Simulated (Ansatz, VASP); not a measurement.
# SiNi in VASP and in Ansatz

Contents of INCAR:

```
PREC = Accurate
ENCUT = 600
EDIFF = 1E-6
ISMEAR = -1
SIGMA = 0.05
LREAL = F
LASPH = T
NELM = 100
ALGO = Normal
ISIF = 3
LWAVE = F
LCHARG = F
GGA = PE
IBRION = 2
NSW = 60
EDIFFG = -0.005
```

KPOINTS

```
regular mesh
0
Gamma
  15 15 15
```

File POSCAR:

```
SiNi
1.0
    0.0000000000      2.3024851496      2.3024851496
    2.3024851496      0.0000000000      2.3024851496
    2.3024851496      2.3024851496      0.0000000000
Ni Si
1 1
Direct
    0.0000000000      0.0000000000      0.0000000000
    0.5000000000      0.5000000000      0.5000000000
```

Input for Ansatz:

```yaml
crystal:
  lattice:
    - [0.0, 2.3024851496, 2.3024851496]
    - [2.3024851496, 0.0, 2.3024851496]
    - [2.3024851496, 2.3024851496, 0.0]
  atoms:
    - { symbol: Ni, position: [0.0, 0.0, 0.0] }
    - { symbol: Si, position: [0.5, 0.5, 0.5] }
kpoints:
  mp_grid: { grid: [15, 15, 15] }
scf:
  occupations: { method: fermi_dirac, width: 0.05 }
hamiltonian:
  xc: pbe
  pseudopotentials: { kind: paw }
output:
  forces: true
  stress: true
relax:
  f_tol: 0.005
  max_steps: 40
  cell: {}
```

Alike in both runs: task relaxation of cell and atoms; functional PBE; k mesh 15 × 15 × 15; occupations fermi-dirac, width 0.05 eV; no spin polarisation.

|  | VASP | Ansatz |
| --- | --- | --- |
| version | VASP 6.6.1 | Ansatz 0.2.0 |
| potentials or method | VASP PAW PBE potentials, release 64 (Ni, Si) | PAW with Ansatz's default frozen-core files, scalar-relativistic |
| plane-wave cutoff (eV) | 600 | 420 |
| valence electrons in the cell | 14 | 22 |

```tsv
	VASP	Ansatz	Ansatz less VASP
relaxed volume (Å³/atom)	13.30	13.31	+0.008
relaxed cell length with the largest relative difference (Å)	3.351	3.351	+0.0007
```

VASP's potentials hold 14 valence electrons a cell and Ansatz's 22, so a difference there can come from the potentials and not from the codes.
